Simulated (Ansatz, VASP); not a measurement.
Gd in VASP and in Ansatz

The input INCAR:

```
  PREC = Accurate
  ENCUT = 520
  EDIFF = 1E-6
  ISMEAR = 0
  SIGMA = 0.05
  LREAL = False
  LASPH = True
  NELM = 150
  ALGO = Normal
  ISIF = 2
  LWAVE = False
  LCHARG = False
  ISPIN = 2
  MAGMOM = 7 7
  LORBIT = 11
  LMAXMIX = 6
  LDAU = True
  LDAUTYPE = 2
  LDAUL = 3
  LDAUU = 6
  LDAUJ = 0
  LDAUPRINT = 1
  GGA = CA
  NBANDS = 29
```

File KPOINTS:

```
regular mesh
0
Gamma
  10 10 6
```

File POSCAR:

```
Gd
1.0
    3.6399995402      0.0000000000      0.0000000000
   -1.8199997701      3.1523320716      0.0000000000
    0.0000000000      0.0000000000      5.7803192698
Gd
2
Direct
    0.3333333333      0.6666666667      0.7500000000
    0.6666666667      0.3333333333      0.2500000000
```

Input for Ansatz:

```yaml
crystal:
  lattice:
    - [3.6399995402, 0.0, 0.0]
    - [-1.8199997701, 3.1523320716, 0.0]
    - [0.0, 0.0, 5.7803192698]
  atoms:
    - { symbol: Gd, position: [0.3333333333, 0.6666666667, 0.75], spin: 7.0 }
    - { symbol: Gd, position: [0.6666666667, 0.3333333333, 0.25], spin: 7.0 }
basis:
  ecutwfc: 420
  ecutrho_ratio: 4
kpoints:
  mp_grid: { grid: [10, 10, 6] }
hamiltonian:
  xc: lda
  hubbard: { sites: [{ species: Gd, l: f, u_eff: 6.0 }] }
scf:
  occupations: { method: gaussian, width: 0.05 }
  lower_state_search: "off"
output:
  forces: true
  stress: true
  eigenvalues: true
  populations: true
  hubbard: { sites: [{ species: Gd, l: f }] }
magnetization:
  spin_polarized: true
checkpoint:
  read: start.run
  write: ck
  compress: false
  write_wavefunctions: false
  write_every: 100000
```

Alike in both runs: task single point; functional LDA; k mesh 10 × 10 × 6; occupations gaussian, width 0.05 eV; collinear spin; Hubbard terms Gd f U = 6.0 eV.

```csv
,VASP,Ansatz
version,VASP 6.6.1,Ansatz 0.2.0
potentials or method,"VASP PAW PBE potentials, release 64 (Gd), cutoff 520 eV","scalar-relativistic, plane waves, PAW"
valence electrons in the cell,36,36
```

VASP gave:

* gap on the k mesh at the Fermi level (eV): none
* pressure (GPa): -3.4
* traceless stress, the component that is largest in VASP (GPa): 0.14
* net moment per atom (μB): 7.73
* size of the moment on the site where the two differ most (μB): 7.12

Question: What did Ansatz give for the same quantities?

Answer: gap on the k mesh at the Fermi level (eV): none; pressure (GPa): -3.7; traceless stress, the component that is largest in VASP (GPa): 0.18; net moment per atom (μB): 7.75; size of the moment on the site where the two differ most (μB): 7.46.

VASP's potentials were made for PBE, not for LDA. LDA's correlation is that of Perdew and Zunger in VASP and of Perdew and Wang (1992) in Ansatz. Site moments also hang on the region over which each program counts them. The programs project onto different local orbitals, so the same U acts differently, and such runs can settle in different states. A gap of «none» marks a metal or a gap that the smearing closes. Ansatz's warnings: filled band counts differ across k points.

Spin-orbit coupling is off throughout.
